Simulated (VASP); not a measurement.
# NaI in VASP: further runs

Runs on NaI. Level: HSE06. Tasks: single point.

Everything below comes from runs of VASP 6.6.1. Logs are shortened: lines on timing, memory, paths and dates and some standing lists are left out, and cuts for length are marked.

### Step 1. The cell of the first run

The structure is tetragonal, space group I-4m2 (No. 119). Conventional cell: a = 5.011 Å, b = 5.011 Å, c = 7.193 Å, α = 90.00°, β = 90.00°, γ = 90.00°. Within 4.1 Å of Na (site symmetry -4m2) lie 4 I at 3.08 Å. Within 4.1 Å of I (site symmetry -4m2) lie 4 Na at 3.08 Å.

### Step 2. Single point, HSE06 (uniaxial x strain +1.5%)

POSCAR

```
NaI
1.0
    0.0000000000      3.5431916338      3.5431916338
    3.5963395083      0.0000000000      3.5431916338
    3.5963395083      3.5431916338      0.0000000000
Na I
1 1
Direct
    0.0000000000      0.0000000000      0.0000000000
    0.2500000000      0.2500000000      0.2500000000
```

INCAR.step1

```
SYSTEM = NaI
PREC     = Accurate       ! precision mode
ENCUT    = 520            ! plane-wave cutoff, eV
EDIFF    = 1E-5           ! SCF threshold, eV
ISMEAR   = 0              ! smearing method
SIGMA    = 0.01           ! smearing width, eV
LREAL    = .FALSE.        ! projectors in reciprocal space
LASPH    = .TRUE.         ! aspherical terms in the spheres
NELM     = 80             ! most SCF steps
ALGO     = Normal         ! electronic algorithm
ISIF     = 2              ! what is computed and relaxed
LWAVE    = .TRUE.         ! write WAVECAR
LCHARG   = .FALSE.        ! write CHGCAR
NBANDS   = 14             ! bands
GGA      = PE             ! functional
```

INCAR.step2

```
SYSTEM = NaI
PREC     = Accurate       ! precision mode
ENCUT    = 520            ! plane-wave cutoff, eV
EDIFF    = 1E-7           ! SCF threshold, eV
ISMEAR   = 0              ! smearing method
SIGMA    = 0.01           ! smearing width, eV
LREAL    = .FALSE.        ! projectors in reciprocal space
LASPH    = .TRUE.         ! aspherical terms in the spheres
NELM     = 80             ! most SCF steps
ALGO     = Normal         ! electronic algorithm
ISIF     = 2              ! what is computed and relaxed
LWAVE    = .FALSE.        ! write WAVECAR
LCHARG   = .FALSE.        ! write CHGCAR
GGA      = PE             ! functional
LHFCALC  = .TRUE.         ! exact exchange
HFSCREEN = 0.2079         ! screening, 1/A
PRECFOCK = Normal       
NBANDS   = 14             ! bands
ISTART   = 1
```

KPOINTS

```
regular mesh
0
G
  4 4 4
  0 0 0
```

Potentials or basis: VASP PAW PBE potentials, release 64 (Na_pv, I).

Started as:

```console
$ cat potpaw_PBE.64/Na_pv/POTCAR potpaw_PBE.64/I/POTCAR > POTCAR
$ cp INCAR.step1 INCAR
$ mpirun -np 1 vasp_std > vasp.out
$ cp INCAR.step2 INCAR
$ mpirun -np 1 vasp_std > vasp.out
```

OUTCAR:

```text
SYSTEM = NaI
   PREC = Accurate
   ENCUT = 520
   EDIFF = 1E-7
   ISMEAR = 0
   LREAL = .FALSE.
   LASPH = .TRUE.
   NELM = 80
   ISIF = 2
   GGA = PE
   LHFCALC = .TRUE.
   HFSCREEN = 0.2079
   PRECFOCK = Normal
   ISTART = 1

 ion  position               nearest neighbor table
   1  0.000  0.000  0.000-   2 3.08   2 3.08   2 3.08   2 3.08
   2  0.250  0.250  0.250-   1 3.08   1 3.08   1 3.08   1 3.08

  LATTYP: Found a body centered tetragonal cell.
 ALAT       =     5.0108296626
 C/A-ratio  =     1.4354267658

  Lattice vectors:

 A1 = (   3.5963395083,   0.0000000000,   3.5431916338)
 A2 = (   3.5963395083,   0.0000000000,  -3.5431916338)
 A3 = (  -3.5963395083,   3.5431916338,   0.0000000000)

Analysis of symmetry for initial positions (statically):
=====================================================================
 Subroutine PRICEL returns:
 Original cell was already a primitive cell.

 Routine SETGRP: Setting up the symmetry group for a
 body centered tetragonal supercell.

 Subroutine GETGRP returns: Found  8 space group operations
 (whereof  8 operations were pure point group operations)
 out of a pool of 16 trial point group operations.

The static configuration has the point symmetry D_2d.

Analysis of symmetry for dynamics (positions and initial velocities):
=====================================================================
 Subroutine PRICEL returns:
 Original cell was already a primitive cell.

 Routine SETGRP: Setting up the symmetry group for a
 body centered tetragonal supercell.

 Subroutine GETGRP returns: Found  8 space group operations
 (whereof  8 operations were pure point group operations)
 out of a pool of 16 trial point group operations.

The dynamic configuration has the point symmetry D_2d.

 Subroutine INISYM returns: Found  8 space group operations
 (whereof  8 operations are pure point group operations),
 and found     1 'primitive' translations

----------------------------------------------------------------------------------------

                                     Primitive cell

  volume of cell :      90.2984

  direct lattice vectors                    reciprocal lattice vectors
     0.000000000  3.543191634  3.543191634    -0.139030255  0.141115709  0.141115709
     3.596339508  0.000000000  3.543191634     0.139030255 -0.141115709  0.141115709
     3.596339508  3.543191634  0.000000000     0.139030255  0.141115709 -0.141115709

  length of vectors
     5.010829663  5.048550764  5.048550764     0.243221501  0.243221501  0.243221501

  position of ions in fractional coordinates (direct lattice)
     0.000000000  0.000000000  0.000000000
     0.250000000  0.250000000  0.250000000

  ion indices of the primitive-cell ions
   primitive index   ion index
                 1           1
                 2           2

----------------------------------------------------------------------------------------

 KPOINTS: regular mesh

Automatic generation of k-mesh.
 Grid dimensions read from file:
 generate k-points for:    4    4    4

 Generating k-lattice:

  Cartesian coordinates                     Fractional coordinates (reciprocal lattice)
    -0.034757564  0.035278927  0.035278927     0.250000000  0.000000000  0.000000000
     0.034757564 -0.035278927  0.035278927     0.000000000  0.250000000  0.000000000
     0.034757564  0.035278927 -0.035278927     0.000000000  0.000000000  0.250000000

  Length of vectors
     0.060805375  0.060805375  0.060805375

  Shift w.r.t. Gamma in fractional coordinates (k-lattice)
     0.000000000  0.000000000  0.000000000

 Subroutine IBZKPT returns following result:
 ===========================================

 Found     13 irreducible k-points:

 Following reciprocal coordinates:
            Coordinates               Weight
  0.000000  0.000000  0.000000      1.000000
  0.250000  0.000000  0.000000      8.000000
  0.500000  0.000000  0.000000      4.000000
  0.250000  0.250000  0.000000      4.000000
  0.500000  0.250000  0.000000     16.000000
 -0.250000  0.250000  0.000000      8.000000
  0.500000  0.500000  0.000000      2.000000
  0.000000  0.250000  0.250000      2.000000
  0.500000  0.250000  0.250000      4.000000
 -0.250000  0.250000  0.250000      8.000000
 -0.250000  0.500000  0.250000      4.000000
  0.500000 -0.250000  0.250000      2.000000
  0.000000  0.500000  0.500000      1.000000
   k-points           NKPTS =     13   k-points in BZ     NKDIM =     64   number of bands    NBANDS=     14
   number of dos      NEDOS =    301   number of ions     NIONS =      2
   total plane-waves  NPLWV =  64000
   dimension x,y,z NGX =    40 NGY =   40 NGZ =   40
   dimension x,y,z NGXF=    80 NGYF=   80 NGZF=   80
   ions per type =               1   1
   NGX,Y,Z   is equivalent  to a cutoff of  13.27, 13.17, 13.17 a.u.
   NGXF,Y,Z  is equivalent  to a cutoff of  26.54, 26.34, 26.34 a.u.
 SYSTEM =  NaI
   PREC   = accura    normal or accurate (medium, high low for compatibility)
   ISTART =      1    job   : 0-new  1-cont  2-samecut
   ICHARG =      0    charge: 1-file 2-atom 10-const
   ISPIN  =      1    spin polarized calculation?
   LNONCOLLINEAR =      F non collinear calculations
   LSORBIT =      F    spin-orbit coupling
   LASPH  =      T    aspherical Exc in radial PAW
   ENCUT  =  520.0 eV  38.22 Ry    6.18 a.u.   9.32  9.39  9.39*2*pi/ulx,y,z
   NELM   =     80;   NELMIN=  2; NELMDL=  0     # of ELM steps
   EDIFF  = 0.1E-06   stopping-criterion for ELM
   LREAL  =      F    real-space projection
   EDIFFG = 0.1E-05   stopping-criterion for IOM
   NSW    =      0    number of steps for IOM
   IBRION =     -1    ionic relax: 0-MD 1-quasi-New 2-CG
   NFREE  =      0    steps in history (QN), initial steepest desc. (CG)
   ISIF   =      2    stress and relaxation
   ISYM   =      3    0-nonsym 1-usesym 2-fastsym
   POTIM  = 0.5000    time-step for ionic-motion
   TEBEG  =    0.0;   TEEND  =   0.0 temperature during run
   PSTRESS=    0.0 pullay stress
   NELECT =      14.0000    total number of electrons
   NUPDOWN=      -1.0000    fix difference up-down
   EMIN   =  10.00;   EMAX   =-10.00  energy-range for DOS
   EFERMI =   0.00;   METHOD = LEGACY
   ISMEAR =     0;   SIGMA  =   0.01  broadening in eV -4-tet -1-fermi 0-gaus
   EFERMI_NEDOS =   21; number of points for ismear=-14 and -15
   IALGO  =     38    algorithm
   IMIX   =      1    mixing-type and parameters
     AMIX     =   0.40;   BMIX     =  1.00
     AMIX_MAG =   1.60;   BMIX_MAG =  1.00
  volume/ion in A,a.u.               =      45.15       304.68
  Fermi-wavevector in a.u.,A,eV,Ry     =   0.879476  1.661969 10.523817  0.773479
  Thomas-Fermi vector in A             =   1.999705
   LORBIT       =      0    0 simple, 1 ext, 2 COOP (PROOUT), +10 PAW based schemes
   GGA     = PE    functional components
   LHFCALC =     T    Hartree Fock is set to
   PRECFOCK=normal    Normal, Fast or Accurate (Low or Medium for compatibility)
   ENCUT4O =  -1.0   cutoff for four orbital integrals eV
   NKREDX  =     1    reduce k-point grid by
   NKREDY  =     1    reduce k-point grid by
   NKREDZ  =     1    reduce k-point grid by
   AEXX    =    0.2500 exact exchange contribution
   HFSCREEN=    0.2079 screening length (either q_TF or 0.3 A-1)
   HFSCREENC=   0.2079 screening length for correlation (either q_TF or 0.3 A-1)
   ENCUTFOCK=  -1.0 apply spherical cutoff to Coloumb kernel
   IVDW    =     0    specifies the selected vdW correction
   LEPSILON=     F    determine dielectric tensor
   LRPA    =     F    only Hartree local field effects (RPA)
 non-spin polarized calculation
 Gauss-broadening in eV      SIGMA  =   0.01
  energy-cutoff  :      520.00
  volume of cell :       90.30
 maximum number of plane-waves:      2446
 NGX is ok and might be reduce to    40
  NGX = 28; NGY = 30; NGZ = 30

 number of electron      13.9999999 magnetization

 Free energy of the ion-electron system (eV)
  ---------------------------------------------------
  ext. energy  EPLUGINS =         0.00000000
  ---------------------------------------------------
  free energy    TOTEN  =        -6.15296293 eV

  energy without entropy =       -6.15296293  energy(sigma->0) =       -6.15296293

 E-fermi :  -1.8340     XC(G=0):  -5.4217

 val. band max:       -1.9103242053   @ k =   0.0000   0.0000   0.0000
 cond. band min:       2.8553578099   @ k =   0.0000   0.0000   0.0000
 fundamental gap:      4.7656820152
 Fermi energy:        -1.8340332339

 k-point     1 :       0.0000    0.0000    0.0000
  band No.  band energies     occupation
      1     -26.3502      2.00000
      2     -26.3502      2.00000
      3     -26.3491      2.00000
      4     -13.2126      2.00000
      5      -1.9280      2.00000
      6      -1.9103      2.00000
      7      -1.9103      2.00000
      8       2.8554      0.00000
      9       7.0473      0.00000
     10       7.0761      0.00000
     11       7.0761      0.00000
     12       8.8093      0.00000
     13       8.9838      0.00000
     14      10.1821      0.00000

 k-point     2 :       0.2500    0.0000    0.0000
  band No.  band energies     occupation
      1     -26.3512      2.00000
      2     -26.3504      2.00000
      3     -26.3495      2.00000
      4     -13.1433      2.00000
      5      -2.6237      2.00000
      6      -1.9994      2.00000
      7      -1.9763      2.00000
      8       3.9230      0.00000
      9       6.5150      0.00000
     10       7.1329      0.00000
     11       7.2101      0.00000
     12       8.5769      0.00000
     13       8.6127      0.00000
     14       9.5136      0.00000

 k-point     3 :       0.5000    0.0000    0.0000
  band No.  band energies     occupation
      1     -26.3524      2.00000
      2     -26.3505      2.00000
      3     -26.3497      2.00000
      4     -13.0717      2.00000
      5      -3.1718      2.00000
      6      -2.0730      2.00000
      7      -2.0394      2.00000
      8       4.5030      0.00000
      9       6.7540      0.00000
     10       6.7672      0.00000
     11       6.8500      0.00000
     12       9.6983      0.00000
     13      10.4779      0.00000
     14      10.5658      0.00000
[... 137 lines left out ...]
 k-point    12 :       0.5000   -0.2500    0.2500
  band No.  band energies     occupation
      1     -26.3525      2.00000
      2     -26.3513      2.00000
      3     -26.3499      2.00000
      4     -13.0235      2.00000
      5      -2.8018      2.00000
      6      -2.6727      2.00000
      7      -2.3800      2.00000
      8       5.0644      0.00000
      9       6.4569      0.00000
     10       6.6629      0.00000
     11       6.9688      0.00000
     12      10.0407      0.00000
     13      10.5076      0.00000
     14      11.1881      0.00000

 k-point    13 :       0.0000    0.5000    0.5000
  band No.  band energies     occupation
      1     -26.3517      2.00000
      2     -26.3510      2.00000
      3     -26.3510      2.00000
      4     -13.0301      2.00000
      5      -3.0949      2.00000
      6      -2.3088      2.00000
      7      -2.3088      2.00000
      8       4.2091      0.00000
      9       5.3521      0.00000
     10       8.1036      0.00000
     11       9.6667      0.00000
     12       9.6667      0.00000
     13      10.8998      0.00000
     14      11.0878      0.00000

------------------------ aborting loop because EDIFF is reached ----------------------------------------

  FORCE on cell =-STRESS in cart. coord.  units (eV):
  Direction    XX          YY          ZZ          XY          YZ          ZX
  --------------------------------------------------------------------------------------
  -------------------------------------------------------------------------------------
  Total        0.0025940      0.0182047      0.0182047      0.0000000      0.0000000      0.0000000
  in kB        0.0460249      0.3230090      0.3230090      0.0000000      0.0000000      0.0000000
  external PRESSURE =       0.2306810 kB  Pullay stress =       0.0000000 kB

 VOLUME and BASIS-vectors are now :
 -----------------------------------------------------------------------------
  energy-cutoff  :      520.00
  volume of cell :       90.30
      direct lattice vectors                 reciprocal lattice vectors
     0.000000000  3.543191634  3.543191634    -0.139030255  0.141115709  0.141115709
     3.596339508  0.000000000  3.543191634     0.139030255 -0.141115709  0.141115709
     3.596339508  3.543191634  0.000000000     0.139030255  0.141115709 -0.141115709

 POSITION                                       TOTAL-FORCE (eV/Angst)
 -----------------------------------------------------------------------------------
      0.00000      0.00000      0.00000        -0.000000     -0.000000      0.000000
      1.79817      1.77160      1.77160         0.000000      0.000000      0.000000
 -----------------------------------------------------------------------------------
    total drift:                                0.000001      0.000001      0.000001

  FREE ENERGIE OF THE ION-ELECTRON SYSTEM (eV)
  ---------------------------------------------------
  free  energy   TOTEN  =        -6.1529629313 eV

  energy  without entropy=       -6.1529629313  energy(sigma->0) =       -6.15296293
```

It took 22 min on 1 thread of Intel Xeon Platinum 8259CL at 2.50GHz (Skylake/Cascade Lake), shared host; peak memory 0.36 GiB.

Results:

```
Free energy            : -6.1530 eV
Pressure               : 0.0 GPa
Band gap on the k mesh : 4.77 eV
```

Caveat: the cell differs from its parent crystal (uniaxial x strain +1.5%); the PAW data sets were made with another functional, which shifts forces and pressure a little; spin-orbit coupling is left out, which moves the levels of the heavy elements.

### Step 3. Single point, HSE06 (shear xy strain +1.5%)

POSCAR

```
NaI
1.0
    0.0265739373      3.5431916338      3.5431916338
    3.5431916338      0.0265739373      3.5431916338
    3.5697655710      3.5697655710     -0.0000000001
Na I
1 1
Direct
    0.0017155046      0.0017155046     -0.0017155046
    0.2482844954      0.2482844954      0.2517155046
```

INCAR.step1

```
  ALGO = Normal
  EDIFF = 1E-5
  ENCUT = 520
  GGA = PE
  ISIF = 2
  ISMEAR = 0
  LASPH = T
  LCHARG = F
  LREAL = F
  LWAVE = T
  NBANDS = 14
  NELM = 60
  PREC = Accurate
  SIGMA = 0.01
```

INCAR.step2

```
  ALGO = Normal
  EDIFF = 1E-6
  ENCUT = 520
  GGA = PE
  HFSCREEN = 0.2079
  ISIF = 2
  ISMEAR = 0
  ISTART = 1
  LASPH = T
  LCHARG = F
  LHFCALC = T
  LREAL = F
  LWAVE = F
  NBANDS = 14
  NELM = 60
  PREC = Accurate
  PRECFOCK = Normal
  SIGMA = 0.01
```

KPOINTS

```
k-points
0
Gamma
  4 4 4
```

Potentials or basis: VASP PAW PBE potentials, release 64 (Na_pv, I).

Started as:

```console
$ cat potpaw_PBE.64/Na_pv/POTCAR potpaw_PBE.64/I/POTCAR > POTCAR
$ cp INCAR.step1 INCAR
$ mpirun -np 1 vasp_std > vasp.out
$ cp INCAR.step2 INCAR
$ mpirun -np 1 vasp_std > vasp.out
```

Run time: 18 min. Hardware: 1 thread of Intel Xeon Platinum 8259CL at 2.50GHz (Skylake/Cascade Lake), shared host; peak memory 0.35 GiB.

The run converged. Its results:

* Free energy: -6.1519 eV
* Pressure: 0.2 GPa
* Band gap on the k mesh: 4.77 eV

Levels at points of the mesh, in eV from the valence-band top:
```csv
k point,band 3,band 4,band 5,band 6,band 7,band 8,band 9,band 10,band 11,band 12
"(0.00, 0.00, 0.00)",-24.42,-11.34,-0.04,-0.02,0.00,4.77,8.92,8.99,9.06,10.83
"(0.50, 0.00, 0.00)",-24.42,-11.19,-1.31,-0.19,-0.17,6.42,8.66,8.71,8.74,11.66
"(0.50, 0.50, 0.00)",-24.43,-11.14,-1.22,-0.48,-0.42,6.09,7.22,10.17,11.57,11.65
"(0.00, 0.00, 0.50)",-24.42,-11.20,-1.31,-0.16,-0.14,6.43,8.69,8.72,8.77,11.67
"(0.50, 0.00, 0.50)",-24.43,-11.14,-1.22,-0.45,-0.45,6.09,7.22,10.17,11.61,11.61
```

Caveat: the cell differs from its parent crystal (shear xy strain +1.5%); the PAW data sets were made with another functional, which shifts forces and pressure a little; spin-orbit coupling is left out, which moves the levels of the heavy elements.
